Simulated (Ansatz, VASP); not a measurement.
# One calculation of Hg2SeO, two programs

The input INCAR:

```
SYSTEM = Hg2SeO
PREC = Accurate
ENCUT = 520
EDIFF = 1E-6
ISMEAR = -1
SIGMA = 0.02
LREAL = .False.
LASPH = .True.
NELM = 80
ALGO = Normal
ISIF = 2
LWAVE = .False.
LCHARG = .True.
GGA = PE
LELF = .True.
LVHAR = .True.
NBANDS = 26
```

Contents of KPOINTS:

```
regular mesh
0
Gamma
  6 6 4
  0 0 0
```

Contents of POSCAR:

```
Hg2SeO
1.0
    4.0197857738      0.0000000000      0.0000000000
    0.0000000000      4.0197857738      0.0000000000
    0.0000000000      0.0000000000      5.5599927342
O Hg Se
1 2 1
Direct
    0.0000000000      0.0000000000      0.0000000000
    0.0000000000      0.5000000000      0.7999568980
    0.5000000000      0.0000000000      0.2000431020
    0.5000000000      0.5000000000      0.5000000000
```

Input for Ansatz:

```yaml
crystal:
  lattice:
    - [4.0197857738, 0.0, 0.0]
    - [0.0, 4.0197857738, 0.0]
    - [0.0, 0.0, 5.5599927342]
  atoms:
    - { symbol: O, position: [0.0, 0.0, 0.0] }
    - { symbol: Hg, position: [0.0, 0.5, 0.799956898] }
    - { symbol: Se, position: [0.5, 0.5, 0.5] }
    - { symbol: Hg, position: [0.5, 0.0, 0.200043102] }
kpoints:
  mp_grid: { grid: [6, 6, 4] }
hamiltonian:
  xc: pbe
scf:
  occupations: { method: fermi_dirac, width: 0.02 }
  n_extra_bands: 5
output:
  forces: true
  stress: true
  eigenvalues: true
```

Alike in both runs: task single point; functional PBE; k mesh 6 × 6 × 4; occupations fermi-dirac, width 0.02 eV; no spin polarisation.

|  | VASP | Ansatz |
| --- | --- | --- |
| version | VASP 6.6.1 | Ansatz 0.2.0 |
| potentials or method | VASP PAW PBE potentials, release 64 (O, Hg, Se) | plane waves, PAW |
| plane-wave cutoff (eV) | 520 | 420 |
| valence electrons in the cell | 36 | 62 |

```csv
,VASP,Ansatz,Ansatz less VASP
pressure (GPa),4.7,4.2,-0.53
rms of the force components (eV/Å),0.020,0.029,+0.0085
```

The functional is the same, so the differences come from potentials, cutoffs and numerics. VASP's potentials hold 36 valence electrons a cell and Ansatz's 62, so a difference there can come from the potentials and not from the codes.

Spin-orbit coupling is off throughout.
